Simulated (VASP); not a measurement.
Input of a VASP 6.6.1 run:

Contents of INCAR:

```
ALGO = Normal ; EDIFF = 1E-6
ENCUT = 520 ; GGA = PS
ISIF = 2 ; ISMEAR = -1
LASPH = T ; LCHARG = F
LREAL = F ; LWAVE = F
NBANDS = 13 ; NELM = 60
PREC = Accurate ; SIGMA = 0.05
```

Contents of KPOINTS:

```
k-points
0
Gamma
  19 19 19
```

The input POSCAR:

```
W
1.0
   -1.5109945290      1.5109945290      1.5109945290
    1.5109945290     -1.5109945290      1.5109945290
    1.5109945290      1.5109945290     -1.5109945290
W
1
Direct
    0.0000000000      0.0000000000      0.0000000000
```

Potentials or basis: VASP PAW PBE potentials, release 64 (W_sv).

Run with:

```console
$ cat potpaw_PBE.64/W_sv/POTCAR > POTCAR
$ mpirun -np 1 vasp_std > vasp.out
```

Estimate the pressure.

55.4 GPa.

What does it give for the band gap on the k mesh?

Zero (band 7 reaches 19.21 eV, above the bottom of band 8 at 11.89 eV).

Caveat: the PAW data sets were made with another functional, which shifts forces and pressure a little; spin-orbit coupling is left out, which moves the levels of the heavy elements.
